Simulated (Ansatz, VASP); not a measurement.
# BiTe: VASP beside Ansatz

Contents of INCAR:

```
SYSTEM = BiTe
PREC     = Accurate       ! precision mode
ENCUT    = 520            ! plane-wave cutoff, eV
EDIFF    = 1E-7           ! SCF threshold, eV
ISMEAR   = 0              ! smearing method
SIGMA    = 0.05           ! smearing width, eV
LREAL    = .False.        ! projectors in reciprocal space
LASPH    = .True.         ! aspherical terms in the spheres
NELM     = 80             ! most SCF steps
ALGO     = Normal         ! electronic algorithm
ISIF     = 2              ! what is computed and relaxed
LWAVE    = .False.        ! write WAVECAR
LCHARG   = .False.        ! write CHGCAR
GGA      = PE             ! functional
ISYM     = 0            
NBANDS   = 18             ! bands
```

File KPOINTS:

```
regular mesh
0
Gamma
  10 10 10
  0 0 0
```

File POSCAR:

```
BiTe
1.0
    3.9133058495      0.0000000000      0.0000000000
    0.0000000000      3.9133058495      0.0000000000
    0.0000000000      0.0000000000      3.9133058495
Bi Te
1 1
Direct
    0.0000000000      0.0000000000      0.0000000000
    0.5000000000      0.5000000000      0.5000000000
```

Input for Ansatz:

```yaml
crystal:
  lattice:
    - [3.9133058495, 0.0, 0.0]
    - [0.0, 3.9133058495, 0.0]
    - [0.0, 0.0, 3.9133058495]
  atoms:
    - { symbol: Bi, position: [0.0, 0.0, 0.0] }
    - { symbol: Te, position: [0.5, 0.5, 0.5] }
  symmetry: { detect: false }
basis:
  ecutwfc: 420
  ecutrho_ratio: 12
  precision: f64
kpoints:
  mp_grid: { grid: [10, 10, 10] }
hamiltonian:
  xc: pbe
scf:
  occupations: { method: gaussian, width: 0.05 }
  eigensolver: { kind: davidson }
output:
  forces: true
  stress: true
  write_density: true
  write_potential: true
  elf: true
  volumetric_format: npy
```

Alike in both runs: task single point; functional PBE; k mesh 10 × 10 × 10; occupations gaussian, width 0.05 eV; no spin polarisation.

```csv
,VASP,Ansatz
version,VASP 6.6.1,Ansatz 0.2.0
potentials or method,"VASP PAW PBE potentials, release 64 (Bi_d, Te), cutoff 520 eV","scalar-relativistic, plane waves, PAW"
valence electrons in the cell,21,31
```

Ansatz gave:

| Property | Result |
| --- | --- |
| gap on the k mesh at the Fermi level (eV) | none |
| pressure (GPa) | 0.0 |

**Question.** What did VASP give for the same quantities?

**Answer.** gap on the k mesh at the Fermi level (eV): none; pressure (GPa): -0.1.

A gap of «none» marks a metal or a gap that the smearing closes. VASP's potentials hold 21 valence electrons a cell and Ansatz's 31, so a difference there can come from the potentials and not from the codes.

Spin-orbit coupling is off throughout.
